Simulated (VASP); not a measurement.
# Co (P6/mmm) in VASP: single point with r2SCAN

Aim: the single point of Co with r2SCAN.

Everything below comes from runs of VASP 6.6.1. Logs are shortened: lines on timing, memory, paths and dates and some standing lists are left out, and cuts for length are marked.

### Step 1. The cell of the first run

It takes space group P6/mmm (No. 191, hexagonal). The conventional cell has a = 2.388 Å, b = 2.388 Å, c = 2.231 Å, α = 90.00°, β = 90.00°, γ = 120.00°. Within 3.0 Å of Co (site symmetry 6/mmm) lie 8 Co at 2.23 to 2.39 Å.

This isn't the form of Co at room conditions, which is hcp.

### Step 2. Single point, r2SCAN, collinear spin, ferromagnetic start

POSCAR

```
Co
1.0
    2.3879852247      0.0000000000      0.0000000000
   -1.1939926123      2.0680558684      0.0000000000
    0.0000000000      0.0000000000      2.2312736943
Co
1
Direct
    0.0000000000      0.0000000000      0.0000000000
```

INCAR.step1

```
SYSTEM = Co
PREC = Accurate
ENCUT = 760
ISMEAR = 0
SIGMA = 0.1
LREAL = .False.
LASPH = .True.
NELM = 200
ISPIN = 2
MAGMOM = 3
LMAXMIX = 4
NBANDS = 18
GGA = PE
ALGO = Normal
EDIFF = 1E-5
LWAVE = .True.
LCHARG = .False.
GGA_COMPAT = .False.
```

INCAR.step2

```
SYSTEM = Co
PREC = Accurate
ENCUT = 760
EDIFF = 1E-6
ISMEAR = 0
SIGMA = 0.1
LREAL = .False.
LASPH = .True.
NELM = 200
ALGO = Normal
ISIF = 2
LWAVE = .False.
LCHARG = .False.
ISPIN = 2
MAGMOM = 3
LORBIT = 11
LMAXMIX = 4
METAGGA = R2SCAN
LMIXTAU = .True.
NBANDS = 18
ISTART = 1
GGA_COMPAT = .False.
```

KPOINTS

```
regular mesh
0
Gamma
  9 9 8
  0 0 0
```

Potentials or basis: VASP PAW PBE potentials, release 64 (Co_sv).

On the command line:

```console
> cat potpaw_PBE.64/Co_sv/POTCAR > POTCAR
> cp INCAR.step1 INCAR
> mpirun -np 1 vasp_std > vasp.out
> cp INCAR.step2 INCAR
> mpirun -np 1 vasp_std > vasp.out
```

OUTCAR:

```text
SYSTEM = Co
   PREC = Accurate
   ENCUT = 760
   EDIFF = 1E-6
   ISMEAR = 0
   LREAL = .False.
   LASPH = .True.
   NELM = 200
   ISIF = 2
   ISPIN = 2
   LORBIT = 11
   METAGGA = R2SCAN
   ISTART = 1

 ion  position               nearest neighbor table
   1  0.000  0.000  0.000-

  LATTYP: Found a hexagonal cell.
 ALAT       =     2.3879852247
 C/A-ratio  =     0.9343750000

  Lattice vectors:

 A1 = (   2.3879852247,   0.0000000000,   0.0000000000)
 A2 = (  -1.1939926123,   2.0680558684,   0.0000000000)
 A3 = (   0.0000000000,   0.0000000000,   2.2312736943)

Analysis of symmetry for initial positions (statically):
=====================================================================
 Subroutine PRICEL returns:
 Original cell was already a primitive cell.

 Routine SETGRP: Setting up the symmetry group for a
 hexagonal supercell.

 Subroutine GETGRP returns: Found 24 space group operations
 (whereof 24 operations were pure point group operations)
 out of a pool of 24 trial point group operations.

The static configuration has the point symmetry D_6h.

Analysis of symmetry for dynamics (positions and initial velocities):
=====================================================================
 Subroutine PRICEL returns:
 Original cell was already a primitive cell.

 Routine SETGRP: Setting up the symmetry group for a
 hexagonal supercell.

 Subroutine GETGRP returns: Found 24 space group operations
 (whereof 24 operations were pure point group operations)
 out of a pool of 24 trial point group operations.

The dynamic configuration has the point symmetry D_6h.

Analysis of structural, dynamic, and magnetic symmetry:
=====================================================================
 Subroutine PRICEL returns:
 Original cell was already a primitive cell.

 Routine SETGRP: Setting up the symmetry group for a
 hexagonal supercell.

 Subroutine GETGRP returns: Found 24 space group operations
 (whereof 24 operations were pure point group operations)
 out of a pool of 24 trial point group operations.

The overall configuration has the point symmetry D_6h.

 Subroutine INISYM returns: Found 24 space group operations
 (whereof 24 operations are pure point group operations),
 and found     1 'primitive' translations

----------------------------------------------------------------------------------------

                                     Primitive cell

  volume of cell :      11.0191

  direct lattice vectors                    reciprocal lattice vectors
     2.387985225  0.000000000  0.000000000     0.418763060  0.241772965  0.000000000
    -1.193992612  2.068055868  0.000000000     0.000000000  0.483545931  0.000000000
     0.000000000  0.000000000  2.231273694     0.000000000  0.000000000  0.448174512

  length of vectors
     2.387985225  2.387985225  2.231273694     0.483545931  0.483545931  0.448174512

  position of ions in fractional coordinates (direct lattice)
     0.000000000  0.000000000  0.000000000

  ion indices of the primitive-cell ions
   primitive index   ion index
                 1           1

----------------------------------------------------------------------------------------

 KPOINTS: regular mesh

Automatic generation of k-mesh.
 Grid dimensions read from file:
 generate k-points for:    9    9    8

 Generating k-lattice:

  Cartesian coordinates                     Fractional coordinates (reciprocal lattice)
     0.046529229  0.026863663  0.000000000     0.111111111  0.000000000  0.000000000
     0.000000000  0.053727326  0.000000000     0.000000000  0.111111111  0.000000000
     0.000000000  0.000000000  0.056021814     0.000000000  0.000000000  0.125000000

  Length of vectors
     0.053727326  0.053727326  0.056021814

  Shift w.r.t. Gamma in fractional coordinates (k-lattice)
     0.000000000  0.000000000  0.000000000

 Subroutine IBZKPT returns following result:
 ===========================================

 Found     60 irreducible k-points:

 Following reciprocal coordinates:
            Coordinates               Weight
  0.000000  0.000000  0.000000      1.000000
  0.111111  0.000000  0.000000      6.000000
  0.222222  0.000000  0.000000      6.000000
  0.333333  0.000000  0.000000      6.000000
  0.444444  0.000000  0.000000      6.000000
  0.111111  0.111111  0.000000      6.000000
[... 16 lines left out ...]
  0.333333  0.222222  0.125000     24.000000
  0.333333  0.333333  0.125000      4.000000
 [... further k-points ...]
   k-points           NKPTS =     60   k-points in BZ     NKDIM =     60   number of bands    NBANDS=     18
   number of dos      NEDOS =    301   number of ions     NIONS =      1
   total plane-waves  NPLWV =  11520
   dimension x,y,z NGX =    24 NGY =   24 NGZ =   20
   dimension x,y,z NGXF=    48 NGYF=   48 NGZF=   40
   ions per type =               1
   NGX,Y,Z   is equivalent  to a cutoff of  16.71, 16.71, 14.90 a.u.
   NGXF,Y,Z  is equivalent  to a cutoff of  33.42, 33.42, 29.80 a.u.
 SYSTEM =  Co
   PREC   = accura    normal or accurate (medium, high low for compatibility)
   ISTART =      1    job   : 0-new  1-cont  2-samecut
   ICHARG =      0    charge: 1-file 2-atom 10-const
   ISPIN  =      2    spin polarized calculation?
   LNONCOLLINEAR =      F non collinear calculations
   LSORBIT =      F    spin-orbit coupling
   LASPH  =      T    aspherical Exc in radial PAW
   ENCUT  =  760.0 eV  55.86 Ry    7.47 a.u.   5.37  5.37  5.02*2*pi/ulx,y,z
   NELM   =    200;   NELMIN=  2; NELMDL=  0     # of ELM steps
   EDIFF  = 0.1E-05   stopping-criterion for ELM
   LREAL  =      F    real-space projection
   EDIFFG = 0.1E-04   stopping-criterion for IOM
   NSW    =      0    number of steps for IOM
   IBRION =     -1    ionic relax: 0-MD 1-quasi-New 2-CG
   NFREE  =      0    steps in history (QN), initial steepest desc. (CG)
   ISIF   =      2    stress and relaxation
   ISYM   =      2    0-nonsym 1-usesym 2-fastsym
   POTIM  = 0.5000    time-step for ionic-motion
   TEBEG  =    0.0;   TEEND  =   0.0 temperature during run
   PSTRESS=    0.0 pullay stress
   NELECT =      17.0000    total number of electrons
   NUPDOWN=      -1.0000    fix difference up-down
   EMIN   =  10.00;   EMAX   =-10.00  energy-range for DOS
   EFERMI =   0.00;   METHOD = LEGACY
   ISMEAR =     0;   SIGMA  =   0.10  broadening in eV -4-tet -1-fermi 0-gaus
   EFERMI_NEDOS =   21; number of points for ismear=-14 and -15
   IALGO  =     38    algorithm
   IMIX   =      4    mixing-type and parameters
     AMIX     =   0.40;   BMIX     =  1.00
     AMIX_MAG =   1.60;   BMIX_MAG =  1.00
  volume/ion in A,a.u.               =      11.02        74.36
  Fermi-wavevector in a.u.,A,eV,Ry     =   1.891656  3.574712 48.686590  3.578363
  Thomas-Fermi vector in A             =   2.932750
   LORBIT       =     11    0 simple, 1 ext, 2 COOP (PROOUT), +10 PAW based schemes
   METAGGA = R2SCAN    functional components
   LHFCALC =     F    Hartree Fock is set to
   AEXX    =    0.0000 exact exchange contribution
   IVDW    =     0    specifies the selected vdW correction
   LEPSILON=     F    determine dielectric tensor
   LRPA    =     F    only Hartree local field effects (RPA)
 spin polarized calculation
 Gauss-broadening in eV      SIGMA  =   0.10
  energy-cutoff  :      760.00
  volume of cell :       11.02
 maximum number of plane-waves:       550
 NGX is ok and might be reduce to    24
   NGX = 11   NGY = 11   NGZ = 11

 number of electron      16.9999984 magnetization       1.9290303

 Free energy of the ion-electron system (eV)
  ---------------------------------------------------
  ext. energy  EPLUGINS =         0.00000000
  ---------------------------------------------------
  free energy    TOTEN  =       -12.79771521 eV

  energy without entropy =      -12.79228982  energy(sigma->0) =      -12.79500252

 E-fermi :  12.2442     XC(G=0): -14.9898

 val. band max:       12.2223942123   @ k =   0.2222   0.0000   0.3750
 cond. band min:      12.2582774425   @ k =   0.3333   0.1111   0.5000
 fundamental gap:      0.0358832302
 Fermi energy:        12.2441903793

 spin component 1

 k-point     1 :       0.0000    0.0000    0.0000
  band No.  band energies     occupation
      1     -88.5011      1.00000
      2     -50.3187      1.00000
      3     -50.0170      1.00000
      4     -50.0170      1.00000
      5       2.4591      1.00000
      6       6.5919      1.00000
[... 10 lines left out ...]
     17      41.4784      0.00000
     18      49.8108      0.00000

 k-point     2 :       0.1111    0.0000    0.0000
  band No.  band energies     occupation
      1     -88.4940      1.00000
      2     -50.3141      1.00000
      3     -50.0615      1.00000
      4     -50.0276      1.00000
      5       2.9426      1.00000
      6       6.7074      1.00000
[... 10 lines left out ...]
     17      45.1764      0.00000
     18      52.4167      0.00000
[... 442 lines left out ...]
 k-point    24 :       0.3333    0.3333    0.1250
  band No.  band energies     occupation
      1     -88.4227      1.00000
      2     -50.3457      1.00000
      3     -50.2709      1.00000
      4     -50.2709      1.00000
      5       7.7207      1.00000
      6       7.7207      1.00000
[... 10 lines left out ...]
     17      50.0036      0.00000
     18      51.5491      0.00000

 [... further k-points ...]

 spin component 2

 k-point     1 :       0.0000    0.0000    0.0000
  band No.  band energies     occupation
      1     -85.3347      1.00000
      2     -46.9796      1.00000
      3     -46.9796      1.00000
      4     -46.9697      1.00000
      5       2.1881      1.00000
      6       8.0164      1.00000
[... 10 lines left out ...]
     17      42.1252      0.00000
     18      50.1833      0.00000

 k-point     2 :       0.1111    0.0000    0.0000
  band No.  band energies     occupation
      1     -85.3265      1.00000
      2     -47.0313      1.00000
      3     -46.9917      1.00000
      4     -46.9645      1.00000
      5       2.6847      1.00000
      6       8.1446      1.00000
[... 10 lines left out ...]
     17      45.7484      0.00000
     18      53.0672      0.00000
[... 442 lines left out ...]
 k-point    24 :       0.3333    0.3333    0.1250
  band No.  band energies     occupation
      1     -85.2452      1.00000
      2     -47.2733      1.00000
      3     -47.2733      1.00000
      4     -47.0002      1.00000
      5       9.2364      1.00000
      6       9.2364      1.00000
[... 10 lines left out ...]
     17      50.8612      0.00000
     18      52.6718      0.00000

 [... further k-points ...]

------------------------ aborting loop because EDIFF is reached ----------------------------------------

  FORCE on cell =-STRESS in cart. coord.  units (eV):
  Direction    XX          YY          ZZ          XY          YZ          ZX
  --------------------------------------------------------------------------------------
  -------------------------------------------------------------------------------------
  Total        0.8616449      0.8616449      1.2710955      0.0000000      0.0000000      0.0000000
  in kB      125.2830053    125.2830053    184.8170377      0.0000000      0.0000000      0.0000000
  external PRESSURE =     145.1276828 kB  Pullay stress =       0.0000000 kB

 VOLUME and BASIS-vectors are now :
 -----------------------------------------------------------------------------
  energy-cutoff  :      760.00
  volume of cell :       11.02
      direct lattice vectors                 reciprocal lattice vectors
     2.387985225  0.000000000  0.000000000     0.418763060  0.241772965  0.000000000
    -1.193992612  2.068055868  0.000000000     0.000000000  0.483545931  0.000000000
     0.000000000  0.000000000  2.231273694     0.000000000  0.000000000  0.448174512

 POSITION                                       TOTAL-FORCE (eV/Angst)
 -----------------------------------------------------------------------------------
      0.00000      0.00000      0.00000        -0.000000      0.000000      0.000000
 -----------------------------------------------------------------------------------
    total drift:                                0.000000     -0.000000     -0.000000

  FREE ENERGIE OF THE ION-ELECTRON SYSTEM (eV)
  ---------------------------------------------------
  free  energy   TOTEN  =       -12.7977152149 eV

  energy  without entropy=      -12.7922898175  energy(sigma->0) =      -12.79500252

 total charge

# of ion       s       p       d       tot
------------------------------------------
    1        2.265   6.130   6.732  15.127

 magnetization (x)

# of ion       s       p       d       tot
------------------------------------------
    1        0.007  -0.004   1.977   1.981
```

It took 2.2 min on 1 thread of AMD EPYC 7R13 (Zen 3), shared host; peak memory 0.13 GiB.

What came out:

* Free energy: -12.7977 eV
* Pressure: 14.5 GPa
* Net moment: 1.93 μB per cell
* Site moments: Co +1.98 μB
* Valence electrons inside the program's atomic spheres: Co 15.13

Stress tensor (GPa, compression positive):
```
12.53  0.00  0.00
 0.00 12.53  0.00
 0.00  0.00 18.48
```

Levels at points of the mesh, in eV from the Fermi level:
Spin up:
```
           k point  band 6  band 7  band 8  band 9  band 10  band 11  band 12  band 13
(0.00, 0.00, 0.00)   -5.65   -3.63   -3.63   -2.05    -2.05    20.98    23.11    26.12
(0.00, 0.00, 0.50)   -3.36   -3.36   -3.26   -3.26    -2.17     4.03    28.45    31.13
```
Spin down:
| k point | band 6 | band 7 | band 8 | band 9 | band 10 | band 11 |
| --- | --- | --- | --- | --- | --- | --- |
| (0.00, 0.00, 0.00) | -4.23 | -1.28 | -1.28 | 1.88 | 1.88 | 21.92 |
| (0.00, 0.00, 0.50) | -2.51 | -0.83 | -0.83 | 0.31 | 0.31 | 5.49 |

Caveat: the stress differs along the axes, from 13 to 18 GPa; the PAW data sets were made with another functional, which shifts forces and pressure a little.
